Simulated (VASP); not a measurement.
Set up this calculation in VASP 6.6.1, as the native input.

```yaml
Task: relaxation of cell and atoms
Functional: PBEsol
Potentials_or_basis: VASP PAW PBE potentials, release 64 (W_sv, C)
Cutoff: 600 eV
k_mesh: 16 × 16 × 16
Occupations: gaussian, width 0.1 eV
Spin: no spin polarisation
Dipole_correction: no
Further_INCAR_settings: ALGO = Normal; EDIFF = 1e-06; IBRION = 2; EDIFFG = -0.005; NSW = 100; ISIF = 3
```

The structure of WC lies in POSCAR:

```
WC
1.0
    0.0000000000      2.1737591718      2.1737591718
    2.1737591718      0.0000000000      2.1737591718
    2.1737591718      2.1737591718      0.0000000000
W C
1 1
Direct
    0.0000000000      0.0000000000      0.0000000000
    0.5000000000      0.5000000000      0.5000000000
```

These files were run (other wordings do the same):

INCAR

```
SYSTEM = WC
PREC = Accurate ; ENCUT = 600
EDIFF = 1E-6 ; ISMEAR = 0
SIGMA = 0.1 ; LREAL = .False.
LASPH = .True. ; NELM = 100
ALGO = Normal ; ISIF = 3
LWAVE = .False. ; LCHARG = .False.
GGA = PS ; IBRION = 2
NSW = 100 ; EDIFFG = -0.005
```

KPOINTS

```
regular mesh
0
Gamma
  16 16 16
  0 0 0
```

Potentials or basis: VASP PAW PBE potentials, release 64 (W_sv, C).

Run with:

```console
$ cat potpaw_PBE.64/W_sv/POTCAR potpaw_PBE.64/C/POTCAR > POTCAR
$ mpirun -np 1 vasp_std > vasp.out
```

It gave:

```json
{"Relaxed volume": "10.28 Å³/atom", "Relaxed cell": "a = 3.075 Å, b = 3.075 Å, c = 3.075 Å, α = 60.00°, β = 60.00°, γ = 60.00°", "Space group after relaxing (to 0.05 Å)": "Fm-3m (No. 225)", "Energy gained by relaxing": "0.0 meV/atom", "Ionic steps": "3", "Pressure after relaxing": "0.0 GPa"}
```

Caveat: the PAW data sets were made with another functional, which shifts forces and pressure a little.

Run time: 86 s on 1 thread of Intel(R) Xeon(R) Platinum 8259CL CPU @ 2.50GHz (Skylake/Cascade Lake) (shared host), peak memory 0.2 GiB.
